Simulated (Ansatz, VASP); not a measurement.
ScGaN in VASP and in Ansatz

File INCAR:

```
SYSTEM = ScGaN
PREC = Accurate ; ENCUT = 910
EDIFF = 1E-7 ; ISMEAR = 0
SIGMA = 0.1 ; LREAL = .False.
LASPH = .True. ; NELM = 120
ALGO = Normal ; ISIF = 3
LWAVE = .False. ; LCHARG = .False.
GGA = PE ; IBRION = 2
NSW = 90 ; EDIFFG = -0.04
GGA_COMPAT = .False. ; NELMIN = 4
```

The input KPOINTS:

```
regular mesh
0
Gamma
  6 6 4
  0 0 0
```

Contents of POSCAR:

```
ScGaN
1.0
    3.8755010500      0.0000000000      0.0000000000
   -1.9377505200      3.3562823600      0.0000000000
    0.0000000000      0.0000000000      3.8368079200
Sc Ga N
1 1 1
Direct
    0.6666666700      0.3333333300      0.5000000000
    0.0000000000      0.0000000000      0.0000000000
    0.3333333300      0.6666666700      0.5000000000
```

Input for Ansatz:

```yaml
crystal:
  lattice:
    - [3.87550105, 0.0, 0.0]
    - [-1.93775052, 3.35628236, 0.0]
    - [0.0, 0.0, 3.83680792]
  atoms:
    - { symbol: Sc, position: [0.66666667, 0.33333333, 0.5] }
    - { symbol: Ga, position: [0.0, 0.0, 0.0] }
    - { symbol: "N", position: [0.33333333, 0.66666667, 0.5] }
basis:
  ecutwfc: 420
kpoints:
  mp_grid: { grid: [6, 6, 4] }
hamiltonian:
  xc: pbe
scf:
  occupations: { method: gaussian, width: 0.1 }
  lower_state_search: "off"
output:
  forces: true
  stress: true
  eigenvalues: true
relax:
  adjacent_minimum: "off"
  f_tol: 0.04
  max_steps: 70
  cell: { stress_tol: 0.4 }
```

Change from the starting cell: species swapped into the HoZnSi type (P-6m2, No. 187).

Alike in both runs: task relaxation of cell and atoms; functional PBE; k mesh 6 × 6 × 4; occupations gaussian, width 0.1 eV; no spin polarisation.

```csv
,VASP,Ansatz
version,VASP 6.6.1,Ansatz 0.2.0
potentials or method,"VASP PAW PBE potentials, release 64 (Sc_sv, Ga_d, N_h), cutoff 910 eV","scalar-relativistic, plane waves, PAW"
valence electrons in the cell,29,29
```

Ansatz gave:

| Item | Value |
| --- | --- |
| gap on the k mesh at the Fermi level, each at its own relaxed structure (eV) | none |
| relaxed volume (Å³/atom) | 18.14 |
| relaxed cell length with the largest relative difference (Å) | 5.071 |

**Question.** What did VASP give for the same quantities?

**Answer.** gap on the k mesh at the Fermi level, each at its own relaxed structure (eV): none; relaxed volume (Å³/atom): 17.42; relaxed cell length with the largest relative difference (Å): 4.819.

A gap of «none» marks a metal or a gap that the smearing closes. One of these differences is far larger than is usual between the two programs; its cause wasn't traced.

The k mesh is coarse, so the values compare programs but aren't converged. Noted on VASP's run: the cutoff is short for stress, so the pressure is rough.
